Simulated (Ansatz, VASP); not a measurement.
# GaP: VASP beside Ansatz

Contents of INCAR:

```
SYSTEM = GaP
  PREC = Accurate
  ENCUT = 520
  EDIFF = 1E-6
  ISMEAR = 1
  SIGMA = 0.4
  LREAL = .False.
  LASPH = .True.
  NELM = 60
  ALGO = Normal
  ISIF = 2
  LWAVE = .False.
  LCHARG = .False.
  GGA = PE
  NBANDS = 16
```

KPOINTS

```
regular mesh
0
Gamma
  10 10 10
  0 0 0
```

The input POSCAR:

```
GaP
1.0
    0.0000000000      2.9605664555      2.3092418353
    2.9605664555      0.0000000000      2.3092418353
    2.9605664555      2.9605664555      0.0000000000
Ga P
1 1
Direct
    0.0000000000      0.0000000000      0.0000000000
    0.7500000000      0.7500000000      0.7500000000
```

Input for Ansatz:

```yaml
crystal:
  lattice:
    - [0.0, 2.9605664555, 2.3092418353]
    - [2.9605664555, 0.0, 2.3092418353]
    - [2.9605664555, 2.9605664555, 0.0]
  atoms:
    - { symbol: Ga, position: [0.0, 0.0, 0.0] }
    - { symbol: P, position: [0.75, 0.75, 0.75] }
basis:
  ecutwfc: 420
kpoints:
  mp_grid: { grid: [10, 10, 10] }
hamiltonian:
  xc: pbe
scf:
  occupations: { method: methfessel_paxton, width: 0.4 }
output:
  forces: true
  stress: true
  eigenvalues: true
```

Alike in both runs: task single point; functional PBE; k mesh 10 × 10 × 10; occupations methfessel-paxton of order 1, width 0.4 eV; no spin polarisation.

|  | VASP | Ansatz |
| --- | --- | --- |
| version | VASP 6.6.1 | Ansatz 0.2.0 |
| potentials or method | VASP PAW PBE potentials, release 64 (Ga_d, P), cutoff 520 eV | scalar-relativistic, plane waves, PAW |
| valence electrons in the cell | 18 | 18 |

```tsv
	VASP	Ansatz	Ansatz less VASP
gap on the k mesh at the Fermi level (eV)	none	none	-
pressure (GPa)	0.8	0.9	+0.05
traceless stress, the component that is largest in VASP (GPa)	7.10	7.09	-0.010
```

A gap of «none» marks a metal or a gap that the smearing closes.
